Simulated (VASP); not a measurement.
## Al33N32 (a cell with a defect): single point with PBEsol

System: Al33N32 (a cell with a defect).

```
Al N
1.0
     8.75544    0.00000    0.00000
     0.00000    8.75544    0.00000
     0.00000    0.00000    8.75544
Al N
33 32
Direct
  0.00073 0.00051 0.00123
  0.99397 0.99376 0.50044
  0.99719 0.50070 0.00032
  0.00608 0.50121 0.50228
  0.50091 0.99696 0.00031
  0.50141 0.00590 0.50228
  0.50176 0.50156 0.99526
  0.39089 0.39052 0.43200
  0.24939 0.24918 0.00015
  0.21918 0.21905 0.51541
  0.25445 0.75246 0.99924
  0.25048 0.74904 0.50251
  0.75269 0.25425 0.99922
  0.74927 0.25026 0.50251
  0.75394 0.75373 0.99532
  0.76131 0.76110 0.49072
  0.25272 0.00072 0.25145
  0.25097 0.99379 0.75763
  0.23881 0.50588 0.23442
  0.24789 0.49739 0.75389
  0.75587 0.00515 0.24959
  0.75084 0.00088 0.75300
  0.75028 0.51624 0.25194
  0.75418 0.50090 0.75625
  0.00089 0.25250 0.25144
  0.99399 0.25075 0.75764
  0.00536 0.75565 0.24960
  0.00108 0.75063 0.75300
  0.50613 0.23859 0.23435
  0.49760 0.24767 0.75389
  0.51645 0.75008 0.25193
  0.50110 0.75398 0.75625
  0.57316 0.57300 0.46569
  0.12616 0.12595 0.12773
  0.10858 0.10838 0.64136
  0.12327 0.63092 0.11879
  0.12795 0.62561 0.62941
  0.63116 0.12304 0.11876
  0.62582 0.12775 0.62941
  0.62793 0.62774 0.11177
  0.64035 0.64014 0.64487
  0.37635 0.37614 0.12701
  0.35332 0.35310 0.63139
  0.37943 0.87337 0.13130
  0.37698 0.87631 0.62482
  0.87357 0.37922 0.13129
  0.87650 0.37676 0.62483
  0.87703 0.87681 0.12637
  0.87579 0.87558 0.62910
  0.37223 0.13781 0.37991
  0.37442 0.12251 0.87975
  0.37139 0.60963 0.37962
  0.37422 0.62444 0.87392
  0.87856 0.12971 0.37765
  0.87423 0.12540 0.87989
  0.89391 0.62700 0.37507
  0.87940 0.62607 0.87696
  0.13792 0.37201 0.37988
  0.12272 0.37421 0.87974
  0.12993 0.87836 0.37765
  0.12561 0.87401 0.87989
  0.60990 0.37118 0.37960
  0.62464 0.37402 0.87391
  0.62719 0.89372 0.37507
  0.62628 0.87919 0.87695
```

```yaml
Program: VASP 6.6.1
Task: single point
Functional: PBEsol
Potentials_or_basis: VASP PAW PBE potentials, release 64 (Al, N)
Cutoff: 520 eV
k_mesh: 1 × 1 × 1, shifted
Occupations: fermi-dirac, width 0.05 eV
Spin: collinear spin
Dipole_correction: no
Mended: yes
Further_INCAR_settings: LREAL = Auto; ALGO = Normal; EDIFF = 1e-06; NBANDS = 172; ISYM = -1
```

```json
{"Pressure": "4.5 GPa", "Largest force": "0.067 eV/Å", "Net moment": "0.74 μB per cell", "Site moments": "Al +0.00, +0.04 (each value once); N +0.00, -0.00 (each value once) μB", "Valence electrons inside the program's atomic spheres": "Al 0.82, 0.84, 0.83, 0.87, 0.88, 0.80, 0.81, 0.78, 0.97 (each value once); N 3.83, 3.89, 3.87, 3.85, 3.81, 3.82, 3.84, 3.86, 3.80 (each value once)"}
```

Forces in eV/Å, atoms in the order of the input:
```
Al   0.002  0.003 -0.004
Al   0.009  0.009  0.011
Al   0.002  0.007  0.014
Al   0.022 -0.009  0.020
Al   0.006  0.002  0.015
Al  -0.007  0.021  0.019
Al  -0.004 -0.003  0.006
Al   0.021  0.023 -0.023
Al  -0.010 -0.009  0.015
Al   0.022  0.023 -0.012
Al  -0.015 -0.005  0.003
Al   0.003 -0.007  0.015
Al  -0.007 -0.015  0.002
Al  -0.007  0.004  0.016
Al   0.014  0.014 -0.008
Al   0.018  0.018  0.018
Al   0.002  0.023 -0.012
Al  -0.012 -0.003 -0.013
Al  -0.001 -0.004  0.002
Al   0.011 -0.006 -0.025
Al  -0.004 -0.005 -0.019
Al   0.007  0.012 -0.005
Al   0.008 -0.008 -0.006
Al  -0.006  0.003 -0.019
Al   0.025  0.002 -0.009
Al  -0.003 -0.010 -0.013
Al  -0.001 -0.004 -0.020
Al   0.012  0.007 -0.006
Al  -0.002  0.000  0.001
Al  -0.007  0.011 -0.025
Al  -0.009  0.008 -0.004
Al   0.006 -0.010 -0.021
Al  -0.047 -0.048  0.005
N    0.004  0.005  0.001
N   -0.034 -0.035  0.025
N   -0.016  0.011 -0.006
N   -0.002  0.002  0.000
N    0.011 -0.015 -0.007
N    0.002 -0.002  0.000
N   -0.008 -0.009  0.012
N   -0.001  0.000 -0.005
N    0.009  0.008 -0.006
N   -0.007 -0.005  0.043
N    0.009 -0.003  0.004
N    0.001  0.001 -0.005
N   -0.003  0.009  0.003
N    0.002  0.003 -0.005
N   -0.006 -0.006  0.013
N    0.010  0.010 -0.004
N    0.000 -0.003 -0.003
N   -0.003  0.003  0.004
N   -0.002  0.012 -0.017
N    0.004 -0.006  0.007
N    0.003 -0.008  0.009
N   -0.005  0.004  0.002
N   -0.017  0.002 -0.007
N   -0.001  0.002  0.009
N   -0.001 -0.001 -0.001
N    0.003 -0.003  0.005
N   -0.008  0.003  0.010
N    0.004 -0.005  0.002
N    0.009  0.000 -0.017
N   -0.005  0.004  0.009
N    0.002 -0.017 -0.007
N    0.003 -0.001  0.009
```

Stress tensor (GPa, compression positive):
```
 4.48  2.38 -1.50
 2.38  4.48 -1.50
-1.50 -1.50  4.42
```

Levels at points of the mesh, in eV from the Fermi level:
Spin up:
```tsv
k point	band 128	band 129	band 130	band 131	band 132	band 133
(0.25, 0.25, 0.25)	-3.81	-0.79	-0.09	0.31	0.63	0.96
```
Spin down:
| k point | band 126 | band 127 | band 128 | band 129 | band 130 | band 131 | band 132 | band 133 |
| --- | --- | --- | --- | --- | --- | --- | --- | --- |
| (0.25, 0.25, 0.25) | -3.92 | -3.86 | -3.81 | -0.78 | 0.09 | 0.34 | 0.66 | 1.00 |

Run time: 12 min on 1 thread of AMD EPYC 7R13 Processor (Zen 3) (shared host), peak memory 0.98 GiB.

Caveat: the PAW data sets were made with another functional, which shifts forces and pressure a little.
